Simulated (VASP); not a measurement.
Runs of VASP 6.6.1 on Al. The structure is that of space group Im-3m (No. 229), or close to it. The cells are those of the table. 

```csv
task,spin,cell,k mesh,cutoff (eV),gap on the mesh (eV),pressure (GPa)
single point,off,"a = 2.799 Å, angles 109.5°, 1 atom",16 × 16 × 16,520,none,-2.7
single point,off,"a = 2.763 Å, angles 109.5°, 1 atom",23 × 23 × 23,520,none,0.0
single point,off,"a = 2.869 Å, angles 109.5°, 1 atom",16 × 16 × 16,520,none,-6.5
relaxation of cell and atoms,off,"relaxed from a = 2.784 Å, angles 109.5°, 1 atom",14 × 14 × 14,600,none,0.1
single point,off,"a = 2.763 Å, angles 109.5°, 1 atom",16 × 16 × 16,520,none,0.0
single point,off,"a = 2.763 Å, angles 109.5°, 1 atom",14 × 14 × 14,520,none,0.1
single point,off,"a = 2.726 Å, angles 109.5°, 1 atom",16 × 16 × 16,520,none,3.2
single point,off,"a = 2.835 Å, angles 109.5°, 1 atom",16 × 16 × 16,520,none,-4.8
single point,"non-collinear, zero start, SOC","a = 2.763 Å, angles 109.5°, 1 atom",14 × 14 × 14,520,-,0.1
single point,off,"a = 2.687 Å, angles 109.5°, 1 atom",16 × 16 × 16,520,none,(b)
single point,off,"a = 2.648 Å, angles 109.5°, 1 atom",16 × 16 × 16,520,none,(a)
```

Alike in all rows: level LDA; potentials or basis VASP PAW LDA potentials, release 64 (Al); smearing fermi-dirac 0.1 eV.

Question: Estimate the missing entries.

Answer: (a) 12.3; (b) 7.3.

A gap of «none» marks levels without a gap at the run's occupations.
